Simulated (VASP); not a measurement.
Runs of VASP 6.6.1 on SnSe. The typed cell holds 4 atoms: a = 4.219 Å, b = 4.219 Å, c = 5.993 Å, α = 90.00°, β = 90.00°, γ = 90.00°. 

```tsv
level	potentials or basis	k mesh	cutoff (eV)	smearing	grid for exact exchange (PRECFOCK)	share of exact exchange	screening parameter	gap on the mesh (eV)	pressure (GPa)
LDA	VASP PAW LDA potentials, release 64 (Sn_d, Se)	4 × 4 × 4	500	gaussian 0.01 eV	-	-	-	0.71	-2.8
HSE06	VASP PAW PBE potentials, release 64 (Sn_d, Se)	4 × 4 × 2	520	gaussian 0.01 eV	Normal	0.25	0.2079 1/Å	0.55	0.3
PBE	VASP PAW PBE potentials, release 64 (Sn_d, Se)	3 × 3 × 3	500	gaussian 0.01 eV	-	-	-	(c)	1.4
PBE	VASP PAW PBE potentials, release 64 (Sn_d, Se)	4 × 4 × 4	500	methfessel-paxton 0.5 eV	-	-	-	0.68	(a)
PBE-based screened hybrid with 40 % exact exchange	VASP PAW PBE potentials, release 64 (Sn_d, Se)	4 × 4 × 2	520	gaussian 0.01 eV	Normal	0.4	0.2078 1/Å	(b)	-0.4
```

Alike in all rows: task single point; no spin polarisation; cell as given.

Q: Estimate the missing entries.

A: (a) 1.6; (b) 0.45; (c) 1.71.

Caveats: some runs use coarse meshes; spin-orbit coupling is left out, which moves the levels of the heavy elements; semilocal functionals underestimate gaps, and a narrow one can read as zero (at least some runs); the PAW data sets were made with another functional, which shifts forces and pressure a little (at least some runs); so wide a smearing shifts energies and pressures (at least some runs).

A k mesh can miss the band edges, and the runs leave out spin-orbit coupling on Se, Sn.
